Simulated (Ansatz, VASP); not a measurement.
**One calculation of BN, two programs**

```xyz
2
Lattice="0.0000 1.8048 1.8048 1.8048 0.0000 1.8048 1.8048 1.8048 0.0000" Properties=species:S:1:pos:R:3 pbc="T T T"
B     0.0000    0.0000    0.0000
N     0.9024    0.9024    0.9024
```

Alike in both runs: task single point; functional HSE06; k mesh 8 × 8 × 8; no spin polarisation.

```csv
,VASP,Ansatz
version,VASP 6.6.1,Ansatz 0.2.0
potentials or method,"VASP PAW PBE potentials, release 64 (B, N)","plane waves, PAW"
plane-wave cutoff (eV),520,420
occupations,"gaussian, width 0.01 eV",fixed
valence electrons in the cell,8,8
```

```csv
,VASP,Ansatz,Ansatz less VASP
gap on the k mesh at the Fermi level (eV),5.78,5.79,+0.015
pressure (GPa),-3.9,-4.4,-0.49
```

Ansatz's warnings: stress exchange threshold loose, stress scf threshold loose.
